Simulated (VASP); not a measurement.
# RbCl (Fm-3m) in VASP: single point with PBEsol

Aim: the single point of RbCl with PBEsol.

Everything below comes from runs of VASP 6.6.1. Logs are shortened: lines on timing, memory, paths and dates and some standing lists are left out, and cuts for length are marked.

## (1) The cell of the first run

It takes space group Fm-3m (No. 225, cubic). Conventional cell: a = 6.540 Å, b = 6.540 Å, c = 6.540 Å, α = 90.00°, β = 90.00°, γ = 90.00°. Rb (site symmetry m-3m) has 6 Cl at 3.27 Å within 4.3 Å. Within 4.3 Å of Cl (site symmetry m-3m) lie 6 Rb at 3.27 Å.

## (2) Single point, PBEsol

INCAR reads:

```
SYSTEM = RbCl
  PREC = Accurate
  ENCUT = 520
  EDIFF = 1E-6
  ISMEAR = 0
  SIGMA = 0.01
  LREAL = Auto
  LASPH = .TRUE.
  NELM = 60
  ALGO = Normal
  ISIF = 2
  LWAVE = .FALSE.
  LCHARG = .FALSE.
  GGA = PS
  NBANDS = 150
```

KPOINTS reads:

```
Automatic mesh
0
Gamma
  2 2 2
  0.5 0.5 0.5
```

POSCAR reads:

```
RbCl
1.0
   -6.5402946450      6.5402946450     -6.5402946450
    6.5402946450     -6.5402946450     -6.5402946450
   -6.5402946450     -6.5402946450      6.5402946450
Rb Cl
16 16
Direct
    0.5000000000      0.2500000000      0.2500000000
    0.2500000000      0.2500000000      0.5000000000
    0.0000000000      0.2500000000      0.7500000000
    0.7500000000      0.0000000000      0.2500000000
    0.7500000000      0.2500000000      0.0000000000
    0.5000000000      0.0000000000      0.5000000000
    0.2500000000      0.0000000000      0.7500000000
    0.0000000000      0.7500000000      0.2500000000
    1.0000000000      1.0000000000      1.0000000000
    0.7500000000      0.7500000000      0.5000000000
    0.5000000000      0.7500000000      0.7500000000
    0.2500000000      0.5000000000      0.2500000000
    0.2500000000      0.7500000000      0.0000000000
    0.0000000000      0.5000000000      0.5000000000
    0.7500000000      0.5000000000      0.7500000000
    0.5000000000      0.5000000000      0.0000000000
    0.7500000000      0.2500000000      0.5000000000
    0.5000000000      0.2500000000      0.7500000000
    0.2500000000      0.2500000000      0.0000000000
    0.0000000000      0.0000000000      0.5000000000
    0.0000000000      0.2500000000      0.2500000000
    0.7500000000      0.0000000000      0.7500000000
    0.5000000000      0.0000000000      0.0000000000
    0.2500000000      0.7500000000      0.5000000000
    0.2500000000      0.0000000000      0.2500000000
    0.0000000000      0.7500000000      0.7500000000
    0.7500000000      0.7500000000      0.0000000000
    0.5000000000      0.5000000000      0.5000000000
    0.5000000000      0.7500000000      0.2500000000
    0.2500000000      0.5000000000      0.7500000000
    0.0000000000      0.5000000000      0.0000000000
    0.7500000000      0.5000000000      0.2500000000
```

Potentials or basis: VASP PAW PBE potentials, release 64 (Rb_sv, Cl).

Command:

```console
cat potpaw_PBE.64/Rb_sv/POTCAR potpaw_PBE.64/Cl/POTCAR > POTCAR
mpirun -np 1 vasp_std > vasp.out
```

OUTCAR:

```text
SYSTEM = RbCl
   PREC = Accurate
   ENCUT = 520
   EDIFF = 1E-6
   ISMEAR = 0
   LREAL = Auto
   LASPH = .TRUE.
   NELM = 60
   ISIF = 2
   GGA = PS

 ion  position               nearest neighbor table
   1  0.500  0.250  0.250-  17 3.27  19 3.27  23 3.27  25 3.27  28 3.27  32 3.27  14 4.62  15 4.62
                            16 4.62   2 4.62   4 4.62   5 4.62   6 4.62  10 4.62  12 4.62   7 4.62
   2  0.250  0.250  0.500-  18 3.27  20 3.27  21 3.27  25 3.27  28 3.27  30 3.27  14 4.62  15 4.62
                            16 4.62   1 4.62   3 4.62   6 4.62   7 4.62  11 4.62  12 4.62   9 4.62
   3  0.000  0.250  0.750-  17 3.27  19 3.27  20 3.27  22 3.27  30 3.27  31 3.27  14 4.62  15 4.62
                            16 4.62   2 4.62   5 4.62   7 4.62   9 4.62  12 4.62  13 4.62   4 4.62
   4  0.750  0.000  0.250-  17 3.27  20 3.27  21 3.27  23 3.27  27 3.27  29 3.27   9 4.62  10 4.62
                            14 4.62   1 4.62   2 4.62   3 4.62   5 4.62   6 4.62   8 4.62  11 4.62
   5  0.750  0.250  0.000-  18 3.27  21 3.27  22 3.27  23 3.27  31 3.27  32 3.27  14 4.62  15 4.62
                            16 4.62   1 4.62   3 4.62   4 4.62   8 4.62   9 4.62  12 4.62   6 4.62
   6  0.500  0.000  0.500-  17 3.27  18 3.27  22 3.27  24 3.27  25 3.27  29 3.27  10 4.62  11 4.62
                            15 4.62   1 4.62   2 4.62   3 4.62   4 4.62   5 4.62   7 4.62  13 4.62
   7  0.250  0.000  0.750-  18 3.27  19 3.27  20 3.27  23 3.27  24 3.27  26 3.27  11 4.62  13 4.62
                            16 4.62   1 4.62   2 4.62   3 4.62   5 4.62   6 4.62   9 4.62   8 4.62
   8  0.000  0.750  0.250-  20 3.27  24 3.27  25 3.27  27 3.27  31 3.27  32 3.27  12 4.62  13 4.62
                            14 4.62   2 4.62   4 4.62   6 4.62   7 4.62   9 4.62  10 4.62  15 4.62
   9  0.000  0.000  0.000-  19 3.27  21 3.27  22 3.27  25 3.27  26 3.27  27 3.27   8 4.62  12 4.62
[... 17 lines left out ...]
  19  0.250  0.250  0.000-   1 3.27   3 3.27   7 3.27   9 3.27  12 3.27  16 3.27
  20  0.000  0.000  0.500-   2 3.27   3 3.27   4 3.27   7 3.27   8 3.27  10 3.27
  21  0.000  0.250  0.250-   2 3.27   4 3.27   5 3.27   9 3.27  12 3.27  14 3.27
  22  0.750  0.000  0.750-   3 3.27   5 3.27   6 3.27   9 3.27  10 3.27  11 3.27
[... 8 lines left out ...]
  31  0.000  0.500  0.000-   3 3.27   5 3.27   8 3.27  12 3.27  13 3.27  15 3.27
  32  0.750  0.500  0.250-   1 3.27   5 3.27   8 3.27  10 3.27  14 3.27  16 3.27

  LATTYP: Found a body centered cubic cell.
 ALAT       =    13.0805892900

  Lattice vectors:

 A1 = (  -6.5402946450,   6.5402946450,  -6.5402946450)
 A2 = (   6.5402946450,  -6.5402946450,  -6.5402946450)
 A3 = (  -6.5402946450,  -6.5402946450,   6.5402946450)

Analysis of symmetry for initial positions (statically):
=====================================================================
 Subroutine PRICEL returns following result:

  LATTYP: Found a face centered cubic cell.
 ALAT       =     6.5402946450

  Lattice vectors:

 A1 = (   3.2701473225,  -3.2701473225,   0.0000000000)
 A2 = (   3.2701473225,   0.0000000000,   3.2701473225)
 A3 = (   0.0000000000,  -3.2701473225,   3.2701473225)

  16 primitive cells build up your supercell.

 Routine SETGRP: Setting up the symmetry group for a
 body centered cubic supercell.

 Subroutine GETGRP returns: Found 48 space group operations
 (whereof 48 operations were pure point group operations)
 out of a pool of 48 trial point group operations.

The static configuration has the point symmetry O_h .

Analysis of symmetry for dynamics (positions and initial velocities):
=====================================================================
 Subroutine PRICEL returns following result:

  LATTYP: Found a face centered cubic cell.
 ALAT       =     6.5402946450

  Lattice vectors:

 A1 = (   3.2701473225,  -3.2701473225,   0.0000000000)
 A2 = (   3.2701473225,   0.0000000000,   3.2701473225)
 A3 = (   0.0000000000,  -3.2701473225,   3.2701473225)

  16 primitive cells build up your supercell.

 Routine SETGRP: Setting up the symmetry group for a
 body centered cubic supercell.

 Subroutine GETGRP returns: Found 48 space group operations
 (whereof 48 operations were pure point group operations)
 out of a pool of 48 trial point group operations.

The dynamic configuration has the point symmetry O_h .

 Subroutine INISYM returns: Found 48 space group operations
 (whereof 48 operations are pure point group operations),
 and found    16 'primitive' translations

----------------------------------------------------------------------------------------

                                     Primitive cell

  volume of cell :      69.9410

  direct lattice vectors                    reciprocal lattice vectors
     3.270147323 -3.270147323  0.000000000     0.152898310 -0.152898310 -0.152898310
     3.270147323  0.000000000  3.270147323     0.152898310  0.152898310  0.152898310
     0.000000000 -3.270147323  3.270147323    -0.152898310 -0.152898310  0.152898310

[... 26 lines left out ...]

  Length of vectors
     0.054057716  0.054057716  0.054057716

  Shift w.r.t. Gamma in fractional coordinates (k-lattice)
     0.500000000  0.500000000  0.500000000

 Subroutine IBZKPT returns following result:
 ===========================================

 Found      2 irreducible k-points:

 Following reciprocal coordinates:
            Coordinates               Weight
  0.250000  0.250000  0.250000      2.000000
 -0.250000  0.250000  0.250000      6.000000
   k-points           NKPTS =      2   k-points in BZ     NKDIM =      2   number of bands    NBANDS=    150
   number of dos      NEDOS =    301   number of ions     NIONS =     32
   total plane-waves  NPLWV = 592704
   dimension x,y,z NGX =    84 NGY =   84 NGZ =   84
   dimension x,y,z NGXF=   168 NGYF=  168 NGZF=  168
   ions per type =              16  16
   NGX,Y,Z   is equivalent  to a cutoff of  12.33, 12.33, 12.33 a.u.
   NGXF,Y,Z  is equivalent  to a cutoff of  24.65, 24.65, 24.65 a.u.
 SYSTEM =  RbCl
   PREC   = accura    normal or accurate (medium, high low for compatibility)
   ISTART =      0    job   : 0-new  1-cont  2-samecut
   ICHARG =      2    charge: 1-file 2-atom 10-const
   ISPIN  =      1    spin polarized calculation?
   LNONCOLLINEAR =      F non collinear calculations
   LSORBIT =      F    spin-orbit coupling
   LASPH  =      T    aspherical Exc in radial PAW
   ENCUT  =  520.0 eV  38.22 Ry    6.18 a.u.  21.06 21.06 21.06*2*pi/ulx,y,z
   NELM   =     60;   NELMIN=  2; NELMDL= -5     # of ELM steps
   EDIFF  = 0.1E-05   stopping-criterion for ELM
   LREAL  =      T    real-space projection
   EDIFFG = 0.1E-04   stopping-criterion for IOM
   NSW    =      0    number of steps for IOM
   IBRION =     -1    ionic relax: 0-MD 1-quasi-New 2-CG
   NFREE  =      0    steps in history (QN), initial steepest desc. (CG)
   ISIF   =      2    stress and relaxation
   ISYM   =      2    0-nonsym 1-usesym 2-fastsym
   POTIM  = 0.5000    time-step for ionic-motion
   TEBEG  =    0.0;   TEEND  =   0.0 temperature during run
   PSTRESS=    0.0 pullay stress
   NELECT =     256.0000    total number of electrons
   NUPDOWN=      -1.0000    fix difference up-down
   EMIN   =  10.00;   EMAX   =-10.00  energy-range for DOS
   EFERMI =   0.00;   METHOD = LEGACY
   ISMEAR =     0;   SIGMA  =   0.01  broadening in eV -4-tet -1-fermi 0-gaus
   EFERMI_NEDOS =   21; number of points for ismear=-14 and -15
   IALGO  =     38    algorithm
   IMIX   =      4    mixing-type and parameters
     AMIX     =   0.40;   BMIX     =  1.00
     AMIX_MAG =   1.60;   BMIX_MAG =  1.00
  volume/ion in A,a.u.               =      34.97       235.99
  Fermi-wavevector in a.u.,A,eV,Ry     =   1.001238  1.892066 13.639546  1.002478
  Thomas-Fermi vector in A             =   2.133647
   LORBIT       =      0    0 simple, 1 ext, 2 COOP (PROOUT), +10 PAW based schemes
   GGA     = PS    functional components
   LHFCALC =     F    Hartree Fock is set to
   AEXX    =    0.0000 exact exchange contribution
   IVDW    =     0    specifies the selected vdW correction
   LEPSILON=     F    determine dielectric tensor
   LRPA    =     F    only Hartree local field effects (RPA)
 non-spin polarized calculation
 Gauss-broadening in eV      SIGMA  =   0.01
  energy-cutoff  :      520.00
  volume of cell :     1119.06
 maximum number of plane-waves:     30136
   NGX = 43   NGY = 43   NGZ = 43

 number of electron     255.9999966 magnetization

 Free energy of the ion-electron system (eV)
  ---------------------------------------------------
  ext. energy  EPLUGINS =         0.00000000
  ---------------------------------------------------
  free energy    TOTEN  =      -110.31729379 eV

  energy without entropy =     -110.31729379  energy(sigma->0) =     -110.31729379

 E-fermi :  -1.7948     XC(G=0):  -7.6055

 val. band max:       -1.9063987379   @ k =  -0.2500   0.2500   0.2500
 cond. band min:       3.4747582322   @ k =  -0.2500   0.2500   0.2500
 fundamental gap:      5.3811569701
 Fermi energy:        -1.7947943254

 k-point     1 :       0.2500    0.2500    0.2500
  band No.  band energies     occupation
      1     -25.7044      2.00000
      2     -25.7044      2.00000
      3     -25.7044      2.00000
      4     -25.7044      2.00000
      5     -25.6929      2.00000
      6     -25.6929      2.00000
[... 132 lines left out ...]
    139       5.1003      0.00000
    140       5.1003      0.00000

 k-point     2 :      -0.2500    0.2500    0.2500
  band No.  band energies     occupation
      1     -25.7099      2.00000
      2     -25.6998      2.00000
      3     -25.6998      2.00000
      4     -25.6998      2.00000
      5     -25.6998      2.00000
      6     -25.6955      2.00000
[... 132 lines left out ...]
    139       5.2260      0.00000
    140       5.2260      0.00000
 [bands above 140 left out]

------------------------ aborting loop because EDIFF is reached ----------------------------------------

  FORCE on cell =-STRESS in cart. coord.  units (eV):
  Direction    XX          YY          ZZ          XY          YZ          ZX
  --------------------------------------------------------------------------------------
  -------------------------------------------------------------------------------------
  Total        0.2790223      0.2790223      0.2790223      0.0000000      0.0000000      0.0000000
  in kB        0.3994823      0.3994823      0.3994823      0.0000000      0.0000000      0.0000000
  external PRESSURE =       0.3994823 kB  Pullay stress =       0.0000000 kB

 VOLUME and BASIS-vectors are now :
 -----------------------------------------------------------------------------
  energy-cutoff  :      520.00
  volume of cell :     1119.06
      direct lattice vectors                 reciprocal lattice vectors
    -6.540294645  6.540294645 -6.540294645    -0.076449155  0.000000000 -0.076449155
     6.540294645 -6.540294645 -6.540294645     0.000000000 -0.076449155 -0.076449155
    -6.540294645 -6.540294645  6.540294645    -0.076449155 -0.076449155  0.000000000

 POSITION                                       TOTAL-FORCE (eV/Angst)
 -----------------------------------------------------------------------------------
     -3.27015      0.00000     -3.27015        -0.000000     -0.000000     -0.000000
     -3.27015     -3.27015      0.00000        -0.000000      0.000000      0.000000
     -3.27015     -6.54029      3.27015        -0.000000      0.000000      0.000000
     -6.54029      3.27015     -3.27015         0.000000      0.000000     -0.000000
     -3.27015      3.27015     -6.54029        -0.000000      0.000000      0.000000
     -6.54029      0.00000      0.00000        -0.000000      0.000000      0.000000
[... 24 lines left out ...]
      3.27015     -3.27015     -3.27015        -0.000000      0.000000     -0.000000
     -3.27015      0.00000     -6.54029         0.000000     -0.000000      0.000000
 -----------------------------------------------------------------------------------
    total drift:                               -0.000000     -0.000000      0.000000

  FREE ENERGIE OF THE ION-ELECTRON SYSTEM (eV)
  ---------------------------------------------------
  free  energy   TOTEN  =      -110.3172937861 eV

  energy  without entropy=     -110.3172937861  energy(sigma->0) =     -110.31729379
```

Run time: 8.5 min. Hardware: 1 thread of AMD EPYC 9R45 (Zen 5), shared host; peak memory 1.1 GiB.

What came out:

* Free energy: -110.3173 eV
* Pressure: 0.0 GPa
* Band gap on the k mesh: 5.38 eV

Levels at points of the mesh, in eV from the valence-band top:
```csv
k point,band 126,band 127,band 128,band 129,band 130,band 131
"(0.25, 0.25, 0.25)",-0.16,-0.16,-0.16,6.22,6.22,6.22
```

Caveat: the PAW data sets were made with another functional, which shifts forces and pressure a little. As with any semilocal functional, this PBEsol gap is likely too small.
